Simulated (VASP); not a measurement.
# BaF2 (Fm-3m) in VASP: vibrations by perturbation theory with LDA

Aim: the vibrations by perturbation theory of BaF2 with LDA.

Everything below comes from runs of VASP 6.6.1. Logs are shortened: lines on timing, memory, paths and dates and some standing lists are left out, and cuts for length are marked.

## (1) The cell of the first run

Symmetry: Fm-3m, No. 225, cubic system. Conventional cell: a = 5.498 Å, b = 5.498 Å, c = 5.498 Å, α = 90.00°, β = 90.00°, γ = 90.00°. Ba (site symmetry m-3m) has 8 F at 2.38 Å within 3.1 Å. F (site symmetry -43m) has 4 Ba at 2.38 Å and 6 F at 2.75 Å within 3.1 Å.

## (2) Vibrations by perturbation theory, LDA

INCAR

```
PREC = Accurate ; ENCUT = 600
EDIFF = 1E-8 ; ISMEAR = 0
SIGMA = 0.01 ; LREAL = F
LASPH = T ; NELM = 120
ALGO = Normal ; ISIF = 2
LWAVE = F ; LCHARG = F
NBANDS = 19 ; IBRION = 8
NSW = 1 ; LEPSILON = T
GGA_COMPAT = F
```

KPOINTS

```
regular mesh
0
Gamma
  8 8 8
```

POSCAR

```
BaF2
1.0
    0.0000000000      2.7492155746      2.7492155746
    2.7492155746      0.0000000000      2.7492155746
    2.7492155746      2.7492155746      0.0000000000
Ba F
1 2
Direct
    0.0000000000      0.0000000000      0.0000000000
    0.2500000000      0.2500000000      0.2500000000
    0.7500000000      0.7500000000      0.7500000000
```

Potentials or basis: VASP PAW LDA potentials, release 64 (Ba_sv, F).

Run with:

```sh
> cat potpaw_LDA.64/Ba_sv/POTCAR potpaw_LDA.64/F/POTCAR > POTCAR
> mpirun -np 1 vasp_std > vasp.out
```

OUTCAR:

```text
PREC = Accurate
   ENCUT = 600
   EDIFF = 1E-8
   ISMEAR = 0
   LREAL = F
   LASPH = T
   NELM = 120
   ISIF = 2
   IBRION = 8
   NSW = 1
   LEPSILON = T

 ion  position               nearest neighbor table
   1  0.000  0.000  0.000-   3 2.38   3 2.38   3 2.38   2 2.38   3 2.38   2 2.38   2 2.38   2 2.38

   2  0.250  0.250  0.250-   1 2.38   1 2.38   1 2.38   1 2.38
   3  0.750  0.750  0.750-   1 2.38   1 2.38   1 2.38   1 2.38

  LATTYP: Found a face centered cubic cell.
 ALAT       =     5.4984311492

  Lattice vectors:

 A1 = (   0.0000000000,   2.7492155746,   2.7492155746)
 A2 = (   2.7492155746,   0.0000000000,   2.7492155746)
 A3 = (   2.7492155746,   2.7492155746,   0.0000000000)

Analysis of symmetry for initial positions (statically):
=====================================================================
 Subroutine PRICEL returns:
 Original cell was already a primitive cell.

 Routine SETGRP: Setting up the symmetry group for a
 face centered cubic supercell.

 Subroutine GETGRP returns: Found 48 space group operations
 (whereof 48 operations were pure point group operations)
 out of a pool of 48 trial point group operations.

The static configuration has the point symmetry O_h .

Analysis of symmetry for dynamics (positions and initial velocities):
=====================================================================
 Subroutine PRICEL returns:
 Original cell was already a primitive cell.

 Routine SETGRP: Setting up the symmetry group for a
 face centered cubic supercell.

 Subroutine GETGRP returns: Found 48 space group operations
 (whereof 48 operations were pure point group operations)
 out of a pool of 48 trial point group operations.

The dynamic configuration has the point symmetry O_h .

 Subroutine INISYM returns: Found 48 space group operations
 (whereof 48 operations are pure point group operations),
 and found     1 'primitive' translations

----------------------------------------------------------------------------------------

                                     Primitive cell

  volume of cell :      41.5582

  direct lattice vectors                    reciprocal lattice vectors
     0.000000000  2.749215575  2.749215575    -0.181870059  0.181870059  0.181870059
     2.749215575  0.000000000  2.749215575     0.181870059 -0.181870059  0.181870059
     2.749215575  2.749215575  0.000000000     0.181870059  0.181870059 -0.181870059

  length of vectors
     3.887977951  3.887977951  3.887977951     0.315008183  0.315008183  0.315008183

  position of ions in fractional coordinates (direct lattice)
     0.000000000  0.000000000  0.000000000
     0.250000000  0.250000000  0.250000000
     0.750000000  0.750000000  0.750000000

  ion indices of the primitive-cell ions
   primitive index   ion index
                 1           1
                 2           2
                 3           3

----------------------------------------------------------------------------------------

 KPOINTS: regular mesh

Automatic generation of k-mesh.
 Grid dimensions read from file:
 generate k-points for:    8    8    8

 Generating k-lattice:

  Cartesian coordinates                     Fractional coordinates (reciprocal lattice)
    -0.022733757  0.022733757  0.022733757     0.125000000  0.000000000  0.000000000
     0.022733757 -0.022733757  0.022733757     0.000000000  0.125000000  0.000000000
     0.022733757  0.022733757 -0.022733757     0.000000000  0.000000000  0.125000000

  Length of vectors
     0.039376023  0.039376023  0.039376023

  Shift w.r.t. Gamma in fractional coordinates (k-lattice)
     0.000000000  0.000000000  0.000000000

[... 651 lines left out ...]
 -----------------------------------------------------------------------------------
    total drift:                               -0.000000     -0.000000      0.000000

  FREE ENERGIE OF THE ION-ELECTRON SYSTEM (eV)
  ---------------------------------------------------
  free  energy   TOTEN  =       -17.0214453112 eV

  energy  without entropy=      -17.0214453112  energy(sigma->0) =      -17.02144531

 HEAD OF MICROSCOPIC STATIC DIELECTRIC TENSOR (INDEPENDENT PARTICLE, excluding Hartree and local field effects)
 ------------------------------------------------------
           3.062736     0.000000    -0.000000
           0.000000     3.062736     0.000000
          -0.000000    -0.000000     3.062736
 ------------------------------------------------------

 Free energy of the ion-electron system (eV)
  ---------------------------------------------------
  ---------------------------------------------------
  free energy    TOTEN  =        -0.22021863 eV

  energy without entropy =       -0.22021863

------------------------ aborting loop because EDIFF is reached ----------------------------------------

--------------------------------------- Ionic step        2  -------------------------------------------

------------------------ aborting loop because EDIFF is reached ----------------------------------------

--------------------------------------- Ionic step        3  -------------------------------------------

------------------------ aborting loop because EDIFF is reached ----------------------------------------

 PIEZOELECTRIC TENSOR FIELD DIRECTION 3  (e Angst)
 -----------------------------------------------------------------------------
     0.00021  0.00000  0.00000           (  0.00001  0.00000  0.00000)
     0.00000  0.00021  0.00000           (  0.00000  0.00001  0.00000)
     0.00000  0.00000  0.00011           (  0.00000  0.00000  0.00000)

 PIEZOELECTRIC TENSOR FIELD DIRECTION 3  (C/m^2)
 -----------------------------------------------------------------------------
     0.00008  0.00000  0.00000
     0.00000  0.00008  0.00000
     0.00000  0.00000  0.00004

--------------------------------------- Ionic step        4  -------------------------------------------

------------------------ aborting loop because EDIFF is reached ----------------------------------------

[... ionic steps 5 to 6 ...]

--------------------------------------- Ionic step        7  -------------------------------------------

 Free energy of the ion-electron system (eV)
  ---------------------------------------------------
  ---------------------------------------------------
  free energy    TOTEN  =        -0.52798385 eV

  energy without entropy =       -0.52798385

------------------------ aborting loop because EDIFF is reached ----------------------------------------

 INTERNAL STRAIN TENSOR  FOR ION    2  DIRECTION 1   (eV/Angst):
 -----------------------------------------------------------------------------
     0.00777  0.00000  0.00000
     0.00000 -0.00653-16.45476
     0.00000-16.45476 -0.00653

 MACROSCOPIC STATIC DIELECTRIC TENSOR (including local field effects in DFT)
 ------------------------------------------------------
           2.816171     0.000000     0.000000
           0.000000     2.816171     0.000000
           0.000000     0.000000     2.816171
 ------------------------------------------------------

 PIEZOELECTRIC TENSOR (including local field effects)  for field in x, y, z        (e  Angst)
          XX          YY          ZZ          XY          YZ          ZX
  --------------------------------------------------------------------------------
  x     0.00000     0.00000     0.00000     0.00000     0.00000     0.00000
  y     0.00000     0.00000     0.00000     0.00000     0.00000     0.00000
  z     0.00000     0.00000     0.00000     0.00000     0.00000     0.00000

 PIEZOELECTRIC TENSOR (including local field effects)  for field in x, y, z        (C/m^2)
          XX          YY          ZZ          XY          YZ          ZX
  --------------------------------------------------------------------------------
  x     0.00000     0.00000     0.00000     0.00000     0.00000     0.00000
  y     0.00000     0.00000     0.00000     0.00000     0.00000     0.00000
  z     0.00000     0.00000     0.00000     0.00000     0.00000     0.00000

 BORN EFFECTIVE CHARGES (including local field effects) (in |e|, cummulative output)
 ---------------------------------------------------------------------------------
 ion    1
    1     2.87264     0.00000     0.00000
    2     0.00000     2.87264     0.00000
    3     0.00000     0.00000     2.87264
 ion    2
    1    -1.43632     0.00000     0.00000
    2     0.00000    -1.43632     0.00000
    3     0.00000     0.00000    -1.43632
 ion    3
    1    -1.43632     0.00000     0.00000
    2     0.00000    -1.43632     0.00000
    3     0.00000     0.00000    -1.43632

 INTERNAL STRAIN TENSOR FOR ION    3 for displacements in x,y,z  (eV/Angst):
          X           Y           Z          XY          YZ          ZX
  --------------------------------------------------------------------------------
  x    -0.00000     0.00000     0.00000     0.00000    16.45476     0.00000
  y     0.00000     0.00000     0.00000     0.00000     0.00000    16.45476
  z     0.00000     0.00000    -0.00000    16.45476     0.00000     0.00000

 SECOND DERIVATIVES (NOT SYMMETRIZED)
 ------------------------------------
               1X          1Y          1Z          2X          2Y          2Z          3X          3Y          3Z
  1X   -16.339015    0.000000    0.000000    8.169507    0.000000    0.000000    8.169507    0.000000    0.000000
  1Y     0.000000  -16.339015    0.000000    0.000000    8.169507    0.000000    0.000000    8.169507    0.000000
  1Z     0.000000    0.000000  -16.339015    0.000000    0.000000    8.169507    0.000000    0.000000    8.169507
  2X     8.175999    0.000000    0.000000  -10.448869    0.000000    0.000000    2.272870    0.000000    0.000000
  2Y     0.000000    8.175999    0.000000    0.000000  -10.448869    0.000000    0.000000    2.272870   -0.000000
  2Z     0.000000    0.000000    8.175999    0.000000    0.000000  -10.448869    0.000000   -0.000000    2.272870
  3X     8.175999    0.000000    0.000000    2.272870    0.000000    0.000000  -10.448869    0.000000    0.000000
  3Y     0.000000    8.175999    0.000000    0.000000    2.272870   -0.000000    0.000000  -10.448869    0.000000
  3Z     0.000000    0.000000    8.175999    0.000000   -0.000000    2.272870    0.000000    0.000000  -10.448869

 Eigenvectors and eigenvalues of the dynamical matrix
 ----------------------------------------------------

   1 f  =   12.792930 THz    80.380351 2PiTHz  426.726217 cm-1    52.907284 meV
             X         Y         Z           dx          dy          dz
      0.000000  0.000000  0.000000    -0.000000    0.000000   -0.000000
      1.374608  1.374608  1.374608     0.107202    0.698884    0.008341
      4.123823  4.123823  4.123823    -0.107202   -0.698884   -0.008341
[... 43 lines left out ...]
   9 f/i=    0.001895 THz     0.011909 2PiTHz    0.063224 cm-1     0.007839 meV
             X         Y         Z           dx          dy          dz
      0.000000  0.000000  0.000000    -0.635040   -0.616084    0.024058
      1.374608  1.374608  1.374608    -0.236105   -0.229057    0.008944
      4.123823  4.123823  4.123823    -0.236105   -0.229057    0.008944

--------------------------------------------------------------------------------------------------------

 MACROSCOPIC STATIC DIELECTRIC TENSOR IONIC CONTRIBUTION
 ------------------------------------------------------
           2.198516     0.000000    -0.000000
           0.000000     2.198516     0.000000
          -0.000000     0.000000     2.198516
 ------------------------------------------------------

 ELASTIC MODULI CONTR FROM IONIC RELAXATION (kBar)
 Direction    XX          YY          ZZ          XY          YZ          ZX
 --------------------------------------------------------------------------------
 XX          -0.0000      0.0000     -0.0000      0.0000      0.0000      0.0000
 YY           0.0000     -0.0000     -0.0000      0.0000     -0.0000     -0.0000
 ZZ          -0.0000     -0.0000     -0.0000      0.0000      0.0000     -0.0000
 XY           0.0000      0.0000      0.0000  -1641.0465     -0.0000      0.0000
 YZ           0.0000     -0.0000      0.0000     -0.0000  -1641.0465     -0.0000
 ZX           0.0000     -0.0000     -0.0000      0.0000     -0.0000  -1641.0465
 --------------------------------------------------------------------------------

 PIEZOELECTRIC TENSOR IONIC CONTR  for field in x, y, z        (C/m^2)
          XX          YY          ZZ          XY          YZ          ZX
  --------------------------------------------------------------------------------
  x     0.00000     0.00000    -0.00000     0.00000    -0.00000     0.00000
  y     0.00000    -0.00000    -0.00000     0.00000    -0.00000     0.00000
  z    -0.00000    -0.00000    -0.00000     0.00000     0.00000    -0.00000
```

Run time: 6.8 min. Hardware: 1 thread of Intel Xeon Platinum 8259CL at 2.50GHz (Skylake/Cascade Lake), shared host; peak memory 0.36 GiB.

Results:

| Property | Result |
| --- | --- |
| Electronic dielectric tensor (diagonal) | 2.82 |
| Born charges (mean of the diagonal) | Ba +2.87; F -1.44 e |
| Highest phonon frequency at Γ, LO-TO splitting left out | 427 cm⁻¹ |

Phonon frequencies in cm⁻¹ (negative: imaginary):
| q point | frequencies |
| --- | --- |
| (0.000, 0.000, 0.000) | 0 0 0 387 387 387 427 427 427 |

Electronic dielectric tensor:
```
2.82 0.00 0.00
0.00 2.82 0.00
0.00 0.00 2.82
```

Born effective charge tensors (e):
atom 1, Ba
```
2.87 0.00 0.00
0.00 2.87 0.00
0.00 0.00 2.87
```
atom 2, F
```
-1.44  0.00  0.00
 0.00 -1.44  0.00
 0.00  0.00 -1.44
```
atom 3, F
```
-1.44  0.00  0.00
 0.00 -1.44  0.00
 0.00  0.00 -1.44
```

Caveat: the cell wasn't relaxed at this level first, which shifts response properties; spin-orbit coupling is left out, which moves the levels of the heavy elements.
